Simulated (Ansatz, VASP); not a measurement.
## CdIr: VASP beside Ansatz

```
Cd Ir
1.0
     5.34530    0.00000    0.00000
    -2.67265    4.62916    0.00000
     0.00000    0.00000    4.31268
Cd Ir
3 3
Direct
  0.50000 0.00000 0.00000
  0.50000 0.50000 0.00000
  0.00000 0.50000 0.00000
  0.00000 0.00000 0.00000
  0.33333 0.66667 0.50000
  0.66667 0.33333 0.50000
```

Alike in both runs: task single point; functional PBE; k mesh 6 × 6 × 4; occupations gaussian, width 0.1 eV; no spin polarisation.

|  | VASP | Ansatz |
| --- | --- | --- |
| version | VASP 6.6.1 | Ansatz 0.2.0 |
| potentials or method | VASP PAW PBE potentials, release 64 (Cd_sv_GW, Ir_sv_GW), cutoff 630 eV | scalar-relativistic, plane waves, PAW |
| valence electrons in the cell | 111 | 111 |

|  | VASP | Ansatz | Ansatz less VASP |
| --- | --- | --- | --- |
| gap on the k mesh at the Fermi level (eV) | none | none | - |
| pressure (GPa) | 20.2 | 20.6 | +0.36 |
| traceless stress, the component that is largest in VASP (GPa) | 2.34 | 2.36 | +0.028 |

A gap of «none» marks a metal or a gap that the smearing closes. The functional is the same, so the differences come from potentials, cutoffs and numerics.

The k mesh is coarse, so the values compare programs but aren't converged. Spin-orbit coupling is off throughout.
